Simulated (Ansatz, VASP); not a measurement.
**Two plane-wave programs on SiO2**

The input POSCAR:

```
SiO2
1.0
   -4.4584913300      4.4584913300      4.4584913300
    4.4584913300     -4.4584913300      4.4584913300
    4.4584913300      4.4584913300     -4.4584913300
Si O
6 12
Direct
    0.5000000000      0.7500000000      0.2500000000
    0.7500000000      0.5000000000      0.2500000000
    0.2500000000      0.7500000000      0.5000000000
    0.2500000000      0.5000000000      0.7500000000
    0.5000000000      0.2500000000      0.7500000000
    0.7500000000      0.2500000000      0.5000000000
    0.6626454000      0.3683574800      0.0000000000
    0.2942879200      0.6316425200      0.6316425200
    0.6626454000      0.0000000000      0.3683574800
    0.3683574800      0.6626454000      0.0000000000
    0.0000000000      0.6626454000      0.3683574800
    0.6316425200      0.2942879200      0.6316425200
    0.6316425200      0.6316425200      0.2942879200
    0.0000000000      0.3683574800      0.6626454000
    0.3683574800      0.0000000000      0.6626454000
    0.3373546000      0.3373546000      0.7057120800
    0.7057120800      0.3373546000      0.3373546000
    0.3373546000      0.7057120800      0.3373546000
```

The input INCAR.step1:

```
SYSTEM = SiO2
ALGO = Normal
EDIFF = 1E-4
ENCUT = 520
GGA = PE
ISMEAR = -1
LASPH = .True.
LCHARG = .False.
LREAL = Auto
LWAVE = .True.
NBANDS = 63
NELM = 80
PREC = Accurate
SIGMA = 0.02
```

File INCAR.step2:

```
SYSTEM = SiO2
ALGO = Normal
EDIFF = 1E-8
ENCUT = 520
ISIF = 2
ISMEAR = -1
ISTART = 1
LASPH = .True.
LCHARG = .False.
LEFG = .True.
LMIXTAU = .True.
LREAL = Auto
LWAVE = .False.
METAGGA = R2SCAN
NBANDS = 63
NELM = 80
PREC = Accurate
SIGMA = 0.02
```

File KPOINTS:

```
k-points
0
Gamma
  4 4 4
  0 0 0
```

Input for Ansatz:

```yaml
crystal:
  lattice:
    - [-4.45849133, 4.45849133, 4.45849133]
    - [4.45849133, -4.45849133, 4.45849133]
    - [4.45849133, 4.45849133, -4.45849133]
  atoms:
    - { symbol: Si, position: [0.5, 0.75, 0.25] }
    - { symbol: Si, position: [0.75, 0.5, 0.25] }
    - { symbol: Si, position: [0.25, 0.75, 0.5] }
    - { symbol: Si, position: [0.25, 0.5, 0.75] }
    - { symbol: Si, position: [0.5, 0.25, 0.75] }
    - { symbol: Si, position: [0.75, 0.25, 0.5] }
    - { symbol: O, position: [0.6626454, 0.36835748, 0.0] }
    - { symbol: O, position: [0.29428792, 0.63164252, 0.63164252] }
    - { symbol: O, position: [0.6626454, 0.0, 0.36835748] }
    - { symbol: O, position: [0.36835748, 0.6626454, 0.0] }
    - { symbol: O, position: [0.0, 0.6626454, 0.36835748] }
    - { symbol: O, position: [0.63164252, 0.29428792, 0.63164252] }
    - { symbol: O, position: [0.63164252, 0.63164252, 0.29428792] }
    - { symbol: O, position: [0.0, 0.36835748, 0.6626454] }
    - { symbol: O, position: [0.36835748, 0.0, 0.6626454] }
    - { symbol: O, position: [0.3373546, 0.3373546, 0.70571208] }
    - { symbol: O, position: [0.70571208, 0.3373546, 0.3373546] }
    - { symbol: O, position: [0.3373546, 0.70571208, 0.3373546] }
kpoints:
  mp_grid: { grid: [4, 4, 4] }
scf:
  occupations: { method: fermi_dirac, width: 0.02 }
hamiltonian:
  xc: r2scan
  pseudopotentials: { kind: paw, frozen_core: stored }
output:
  forces: true
  stress: true
  populations: true
  efg: { quadrupole_moments_barn: { O: -0.02558 } }
```

Alike in both runs: task electric field gradients; functional r2SCAN; k mesh 4 × 4 × 4; occupations fermi-dirac, width 0.02 eV; no spin polarisation.

```csv
,VASP,Ansatz
version,VASP 6.6.1,Ansatz 0.2.0
potentials or method,"VASP PAW PBE potentials, release 64 (Si, O)","plane-wave PAW, scalar-relativistic"
plane-wave cutoff (eV),520,500
valence electrons in the cell,96,96
```

```csv
,VASP,Ansatz,Ansatz less VASP
gap on the k mesh at the Fermi level (eV),6.31,6.31,+0.008
pressure (GPa),0.0,-0.3,-0.28
rms of the force components (eV/Å),0.011,0.009,-0.0024
size of Vzz on the site where it differs most (V/Å²),91.6,101.0,+9.39
```

VASP's potentials were made for PBE, not for r2SCAN. Atom by atom the forces differ by 0.003 eV/Å (rms over components).
